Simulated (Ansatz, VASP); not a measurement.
**One calculation of Rh, two programs**

```
CELL_PARAMETERS angstrom
0.00000 1.91497 1.91497
1.72347 0.00000 1.91497
1.72347 1.91497 0.00000
ATOMIC_POSITIONS crystal
Rh 0.00000 0.00000 0.00000
```

Change from the starting cell: strain -0.1000 x Voigt [1, 0, 0, 0, 0, 0], atoms carried along.

Alike in both runs: task single point; functional PBE; k mesh 26 × 26 × 26; occupations gaussian, width 0.15 eV; no spin polarisation.

|  | VASP | Ansatz |
| --- | --- | --- |
| version | VASP 6.6.1 | Ansatz 0.2.0 |
| potentials or method | VASP PAW PBE potentials, release 64 (Rh_pv), cutoff 520 eV | scalar-relativistic, plane waves, PAW |
| valence electrons in the cell | 15 | 17 |

Ansatz gave:

```
gap on the k mesh at the Fermi level (eV)                     : none
pressure (GPa)                                                : 37.4
traceless stress, the component that is largest in VASP (GPa) : 18.36
```

**Question.** What did VASP give for the same quantities?

**Answer.** gap on the k mesh at the Fermi level (eV): none; pressure (GPa): 37.4; traceless stress, the component that is largest in VASP (GPa): 18.33.

A gap of «none» marks a metal or a gap that the smearing closes. Both programs put the cell under a high pressure, so it lies far from rest at this level. VASP's potentials hold 15 valence electrons a cell and Ansatz's 17, so a difference there can come from the potentials and not from the codes.
